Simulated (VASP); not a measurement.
# C (Imma) in VASP: single point with PBE

Aim: the single point of C with PBE.

All numbers are computed with VASP 6.6.1; they aren't measurements. Logs are shortened: lines on timing, memory, paths and dates and some standing lists are left out, and cuts for length are marked.

### Step 1. The cell of the first run

Symmetry: Imma, No. 74, orthorhombic system. Conventional cell: a = 2.396 Å, b = 2.648 Å, c = 3.567 Å, α = 90.00°, β = 90.00°, γ = 90.00°. C (site symmetry mm2) has 4 C at 1.49 to 1.60 Å within 2.0 Å.

### Step 2. Single point, PBE (strain -0.1000 x Voigt [0, 0, 0, 1, 0, 0])

File INCAR:

```
ALGO     = Normal         # electronic algorithm
EDIFF    = 1E-7           # SCF threshold, eV
ENCUT    = 520            # plane-wave cutoff, eV
GGA      = PE             # functional
ISIF     = 2              # what is computed and relaxed
ISMEAR   = 0              # smearing method
LASPH    = True           # aspherical terms in the spheres
LCHARG   = True           # write CHGCAR
LELF     = True           # ELF
LREAL    = False          # projectors in reciprocal space
LVHAR    = True         
LWAVE    = False          # write WAVECAR
NBANDS   = 11             # bands
NELM     = 60             # most SCF steps
PREC     = Accurate       # precision mode
SIGMA    = 0.05           # smearing width, eV
```

File KPOINTS:

```
k-points
0
Gamma
  12 12 12
```

File POSCAR:

```
C
1.0
    0.0000000000      1.6942300000      1.6942300000
    1.7834000000     -0.0891700000      1.7834000000
    1.7834000000      1.7834000000     -0.0891700000
C
2
Direct
    0.5000000000      0.5000000000      0.5000000000
    0.7500000000      0.7500000000      0.7500000000
```

Potentials or basis: VASP PAW PBE potentials, release 64 (C).

Launch:

```sh
$ cat potpaw_PBE.64/C/POTCAR > POTCAR
$ mpirun -np 1 vasp_std > vasp.out
```

OUTCAR:

```text
EDIFF = 1E-7
   ENCUT = 520
   GGA = PE
   ISIF = 2
   ISMEAR = 0
   LASPH = True
   LREAL = False
   NELM = 60
   PREC = Accurate

 ion  position               nearest neighbor table
   1  0.500  0.500  0.500-   2 1.49   2 1.49   2 1.60   2 1.60
   2  0.750  0.750  0.750-   1 1.49   1 1.49   1 1.60   1 1.60

  LATTYP: Found a body centered orthorhombic cell.
 ALAT       =     2.3960030438
 B/A-ratio  =     1.1052631579
 C/A-ratio  =     1.4886458551

  Lattice vectors:

 A1 = (  -1.7834000000,   0.0891700000,  -1.7834000000)
 A2 = (  -1.7834000000,  -0.0891700000,   1.7834000000)
 A3 = (   1.7834000000,   1.7834000000,  -0.0891700000)

Analysis of symmetry for initial positions (statically):
=====================================================================
 Subroutine PRICEL returns:
 Original cell was already a primitive cell.

 Routine SETGRP: Setting up the symmetry group for a
 body centered orthorhombic supercell.

 Subroutine GETGRP returns: Found  8 space group operations
 (whereof  4 operations were pure point group operations)
 out of a pool of  8 trial point group operations.

The static configuration has the point symmetry C_2v.
 The point group associated with its full space group is D_2h.

Analysis of symmetry for dynamics (positions and initial velocities):
=====================================================================
 Subroutine PRICEL returns:
 Original cell was already a primitive cell.

 Routine SETGRP: Setting up the symmetry group for a
 body centered orthorhombic supercell.

 Subroutine GETGRP returns: Found  8 space group operations
 (whereof  4 operations were pure point group operations)
 out of a pool of  8 trial point group operations.

The dynamic configuration has the point symmetry C_2v.
 The point group associated with its full space group is D_2h.

 Subroutine INISYM returns: Found  8 space group operations
 (whereof  4 operations are pure point group operations),
 and found     1 'primitive' translations

----------------------------------------------------------------------------------------

                                     Primitive cell

  volume of cell :      11.3159

  direct lattice vectors                    reciprocal lattice vectors
     0.000000000  1.694230000  1.694230000    -0.280363351  0.295119317  0.295119317
     1.783400000 -0.089170000  1.783400000     0.280363351 -0.267012715  0.267012715
     1.783400000  1.783400000 -0.089170000     0.280363351  0.267012715 -0.267012715

  length of vectors
     2.396003044  2.523684293  2.523684293     0.502786665  0.470313926  0.470313926

  position of ions in fractional coordinates (direct lattice)
     0.500000000  0.500000000  0.500000000
     0.750000000  0.750000000  0.750000000

  ion indices of the primitive-cell ions
   primitive index   ion index
                 1           1
                 2           2

----------------------------------------------------------------------------------------

 KPOINTS: k-points

Automatic generation of k-mesh.
 Grid dimensions read from file:
 generate k-points for:   12   12   12

 Generating k-lattice:

  Cartesian coordinates                     Fractional coordinates (reciprocal lattice)
    -0.023363613  0.024593276  0.024593276     0.083333333  0.000000000  0.000000000
     0.023363613 -0.022251060  0.022251060     0.000000000  0.083333333  0.000000000
     0.023363613  0.022251060 -0.022251060     0.000000000  0.000000000  0.083333333

  Length of vectors
     0.041898889  0.039192827  0.039192827

  Shift w.r.t. Gamma in fractional coordinates (k-lattice)
     0.000000000  0.000000000  0.000000000

 Subroutine IBZKPT returns following result:
 ===========================================

 Found    280 irreducible k-points:

 Following reciprocal coordinates:
            Coordinates               Weight
  0.000000  0.000000  0.000000      1.000000
  0.083333 -0.000000  0.000000      4.000000
  0.166667  0.000000 -0.000000      4.000000
  0.250000  0.000000  0.000000      4.000000
  0.333333 -0.000000  0.000000      4.000000
  0.416667  0.000000  0.000000      4.000000
[... 16 lines left out ...]
  0.250000  0.166667 -0.000000      8.000000
  0.333333  0.166667  0.000000      8.000000
 [... further k-points ...]
   k-points           NKPTS =    280   k-points in BZ     NKDIM =    280   number of bands    NBANDS=     11
   number of dos      NEDOS =    301   number of ions     NIONS =      2
   total plane-waves  NPLWV =   7200
   dimension x,y,z NGX =    18 NGY =   20 NGZ =   20
   dimension x,y,z NGXF=    36 NGYF=   40 NGZF=   40
   ions per type =               2
   NGX,Y,Z   is equivalent  to a cutoff of  12.49, 13.17, 13.17 a.u.
   NGXF,Y,Z  is equivalent  to a cutoff of  24.98, 26.35, 26.35 a.u.
 SYSTEM =  unknown system
   PREC   = accura    normal or accurate (medium, high low for compatibility)
   ISTART =      0    job   : 0-new  1-cont  2-samecut
   ICHARG =      2    charge: 1-file 2-atom 10-const
   ISPIN  =      1    spin polarized calculation?
   LNONCOLLINEAR =      F non collinear calculations
   LSORBIT =      F    spin-orbit coupling
   LASPH  =      T    aspherical Exc in radial PAW
   ENCUT  =  520.0 eV  38.22 Ry    6.18 a.u.   4.45  4.69  4.69*2*pi/ulx,y,z
   NELM   =     60;   NELMIN=  2; NELMDL= -5     # of ELM steps
   EDIFF  = 0.1E-06   stopping-criterion for ELM
   LREAL  =      F    real-space projection
   EDIFFG = 0.1E-05   stopping-criterion for IOM
   NSW    =      0    number of steps for IOM
   IBRION =     -1    ionic relax: 0-MD 1-quasi-New 2-CG
   NFREE  =      0    steps in history (QN), initial steepest desc. (CG)
   ISIF   =      2    stress and relaxation
   ISYM   =      2    0-nonsym 1-usesym 2-fastsym
   POTIM  = 0.5000    time-step for ionic-motion
   TEBEG  =    0.0;   TEEND  =   0.0 temperature during run
   PSTRESS=    0.0 pullay stress
   NELECT =       8.0000    total number of electrons
   NUPDOWN=      -1.0000    fix difference up-down
   EMIN   =  10.00;   EMAX   =-10.00  energy-range for DOS
   EFERMI =   0.00;   METHOD = LEGACY
   ISMEAR =     0;   SIGMA  =   0.05  broadening in eV -4-tet -1-fermi 0-gaus
   EFERMI_NEDOS =   21; number of points for ismear=-14 and -15
   IALGO  =     38    algorithm
   IMIX   =      4    mixing-type and parameters
     AMIX     =   0.40;   BMIX     =  1.00
     AMIX_MAG =   1.60;   BMIX_MAG =  1.00
  volume/ion in A,a.u.               =       5.66        38.18
  Fermi-wavevector in a.u.,A,eV,Ry     =   1.458395  2.755966 28.938439  2.126915
  Thomas-Fermi vector in A             =   2.575084
   LORBIT       =      0    0 simple, 1 ext, 2 COOP (PROOUT), +10 PAW based schemes
   GGA     = PE    functional components
   LHFCALC =     F    Hartree Fock is set to
   AEXX    =    0.0000 exact exchange contribution
   IVDW    =     0    specifies the selected vdW correction
   LEPSILON=     F    determine dielectric tensor
   LRPA    =     F    only Hartree local field effects (RPA)
 non-spin polarized calculation
 Gauss-broadening in eV      SIGMA  =   0.05
  energy-cutoff  :      520.00
  volume of cell :       11.32
 maximum number of plane-waves:       317
 NGX is ok and might be reduce to    18
   NGX =  9   NGY =  9   NGZ =  9

 number of electron       8.0000000 magnetization

 Free energy of the ion-electron system (eV)
  ---------------------------------------------------
  ext. energy  EPLUGINS =         0.00000000
  ---------------------------------------------------
  free energy    TOTEN  =       -17.98154117 eV

  energy without entropy =      -17.98154117  energy(sigma->0) =      -17.98154117

 E-fermi :  10.0773     XC(G=0): -13.2614

 val. band max:        9.8422882483   @ k =   0.0000   0.0000   0.0000
 cond. band min:      12.7037608345   @ k =   0.0000   0.5000   0.5000
 fundamental gap:      2.8614725862
 Fermi energy:        10.0773424999

 k-point     1 :       0.0000    0.0000    0.0000
  band No.  band energies     occupation
      1     -11.7796      2.00000
      2       9.5802      2.00000
      3       9.7893      2.00000
      4       9.8423      2.00000
      5      13.8825      0.00000
      6      14.8305      0.00000
      7      16.9345      0.00000
      8      23.8342      0.00000
      9      29.2522      0.00000
     10      36.3334      0.00000
     11      36.6024      0.00000

 k-point     2 :       0.0833   -0.0000    0.0000
  band No.  band energies     occupation
      1     -11.5732      2.00000
      2       8.7679      2.00000
      3       9.2612      2.00000
      4       9.3552      2.00000
      5      14.4581      0.00000
      6      15.3233      0.00000
      7      17.2289      0.00000
      8      24.0128      0.00000
      9      29.5587      0.00000
     10      33.5591      0.00000
     11      34.4507      0.00000

 k-point     3 :       0.1667    0.0000   -0.0000
  band No.  band energies     occupation
      1     -10.9559      2.00000
      2       6.4576      2.00000
      3       8.4300      2.00000
      4       8.5240      2.00000
      5      15.6114      0.00000
      6      16.1748      0.00000
      7      17.8697      0.00000
      8      24.4470      0.00000
      9      29.9803      0.00000
     10      31.5267      0.00000
     11      33.1914      0.00000
[... 267 lines left out ...]
 k-point    23 :       0.2500    0.1667   -0.0000
  band No.  band energies     occupation
      1      -9.9843      2.00000
      2       5.1621      2.00000
      3       6.2672      2.00000
      4       7.3179      2.00000
      5      14.6280      0.00000
      6      18.8210      0.00000
      7      19.8174      0.00000
      8      22.1823      0.00000
      9      30.0199      0.00000
     10      31.5029      0.00000
     11      36.6277      0.00000

 k-point    24 :       0.3333    0.1667    0.0000
  band No.  band energies     occupation
      1      -8.8195      2.00000
      2       2.6576      2.00000
      3       5.6732      2.00000
      4       6.5110      2.00000
      5      15.4384      0.00000
      6      19.1169      0.00000
      7      20.5539      0.00000
      8      21.6425      0.00000
      9      31.0388      0.00000
     10      31.5933      0.00000
     11      36.6441      0.00000

 [... further k-points ...]

------------------------ aborting loop because EDIFF is reached ----------------------------------------

  FORCE on cell =-STRESS in cart. coord.  units (eV):
  Direction    XX          YY          ZZ          XY          YZ          ZX
  --------------------------------------------------------------------------------------
  -------------------------------------------------------------------------------------
  Total        0.2746590      0.6908010      0.6908010      0.0000000      4.0615121      0.0000000
  in kB       38.8879685     97.8079997     97.8079997      0.0000000    575.0546911      0.0000000
  external PRESSURE =      78.1679893 kB  Pullay stress =       0.0000000 kB

 VOLUME and BASIS-vectors are now :
 -----------------------------------------------------------------------------
  energy-cutoff  :      520.00
  volume of cell :       11.32
      direct lattice vectors                 reciprocal lattice vectors
     0.000000000  1.694230000  1.694230000    -0.280363351  0.295119317  0.295119317
     1.783400000 -0.089170000  1.783400000     0.280363351 -0.267012715  0.267012715
     1.783400000  1.783400000 -0.089170000     0.280363351  0.267012715 -0.267012715

 POSITION                                       TOTAL-FORCE (eV/Angst)
 -----------------------------------------------------------------------------------
      1.78340      1.69423      1.69423        -0.336938     -0.000000     -0.000000
      2.67510      2.54134      2.54135         0.336938      0.000000      0.000000
 -----------------------------------------------------------------------------------
    total drift:                                0.000000     -0.000000      0.000000

  FREE ENERGIE OF THE ION-ELECTRON SYSTEM (eV)
  ---------------------------------------------------
  free  energy   TOTEN  =       -17.9815411678 eV

  energy  without entropy=      -17.9815411678  energy(sigma->0) =      -17.98154117
```

Run time: 38 s. Hardware: 1 thread of AMD EPYC 7R43 (Zen 3), shared host; peak memory 0.1 GiB.

Results:

```yaml
Free_energy: -17.9815 eV
Pressure: 7.8 GPa
Largest_force: 0.337 eV/Å
Band_gap_on_the_k_mesh: 2.86 eV, indirect (least direct gap 4.04 eV)
```

Forces in eV/Å, atoms in the order of the input:
```
C   -0.337  0.000  0.000
C    0.337  0.000  0.000
```

Caveat: the cell differs from its parent crystal (strain -0.1000 x Voigt [0, 0, 0, 1, 0, 0]). A k mesh can miss the band edges.
